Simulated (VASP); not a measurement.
Crystal: BAs.

```
CELL_PARAMETERS angstrom
2.12755 0.00000 0.00000
0.00000 3.17406 0.00000
0.00000 0.00000 4.95098
ATOMIC_POSITIONS crystal
B 0.00000 0.50000 0.00000
As 0.50000 0.50000 0.50000
```

* Program: VASP 6.6.1
* Task: relaxation of cell and atoms
* Functional: revPBE
* Potentials or basis: VASP PAW PBE potentials, release 64 (B, As)
* Cutoff: 600 eV
* k mesh: 12 × 8 × 6
* Occupations: fermi-dirac, width 0.05 eV
* Spin: no spin polarisation

At the start: pressure 7.4 GPa; volume 16.72 Å³/atom.

**Question.** Where does the relaxation end?

**Answer.** Over 23 steps the energy falls by 1106.7 meV/atom and the volume is 13.18 Å³/atom (-21.2 %); space group Pmmm (No. 47, to 0.1 Å) before, P4/mmm (No. 123, to 0.1 Å).

Step by step:
| step | energy change (eV) | largest force (eV/Å) | pressure (GPa) | volume (Å³) |
| --- | --- | --- | --- | --- |
| 1 | 0.0000 | 0.0000 | 7.37 | 33.43 |
| 2 | -0.5504 | 0.0000 | -8.51 | 36.89 |
| 3 | -0.5503 | 0.0000 | -8.46 | 36.87 |
| 4 | -0.9370 | 0.0000 | -7.57 | 32.87 |
| 5 | -1.3169 | 0.0000 | -2.94 | 28.79 |
| 6 | -1.2753 | 0.0000 | 41.82 | 21.11 |
| 7 | -1.5597 | 0.0000 | 5.36 | 25.62 |
| 8 | -1.5615 | 0.0000 | 16.31 | 23.63 |
| 9 | -1.5816 | 0.0000 | 10.98 | 24.41 |
| 10 | -1.6912 | 0.0000 | 14.84 | 23.80 |
| 11 | -1.3687 | 0.0000 | 36.21 | 21.89 |
| 12 | -1.7229 | 0.0000 | 18.12 | 23.38 |
| 13 | -1.8604 | 0.0000 | 14.54 | 23.79 |
| 14 | -1.8879 | 0.0000 | 13.46 | 23.95 |
| 15 | -1.9176 | 0.0000 | 11.28 | 24.24 |
| 16 | -2.0363 | 0.0000 | 6.68 | 24.88 |
| 17 | -2.1919 | 0.0000 | -1.91 | 26.65 |
| 18 | -2.1967 | 0.0000 | -3.13 | 26.99 |
| 19 | -2.1969 | 0.0000 | -3.40 | 27.08 |
| 20 | -2.2081 | 0.0000 | -1.92 | 26.75 |
| 21 | -2.2133 | 0.0000 | -0.02 | 26.37 |
| 22 | -2.2133 | 0.0000 | 0.06 | 26.35 |
| 23 | -2.2133 | 0.0000 | 0.06 | 26.36 |

Final structure:
```yaml
crystal:
  lattice:
    - [3.16310, 0.00000, 0.00000]
    - [0.00000, 2.62387, 0.00000]
    - [0.00000, 0.00000, 3.17560]
  atoms:
    - { symbol: B, position: [0.00000, 0.50000, 0.00000] }
    - { symbol: As, position: [0.50000, 0.50000, 0.50000] }
```

Caveat: the volume moved by over 15 % at a fixed basis, so the end points are rough; the PAW data sets were made with another functional, which shifts forces and pressure a little.
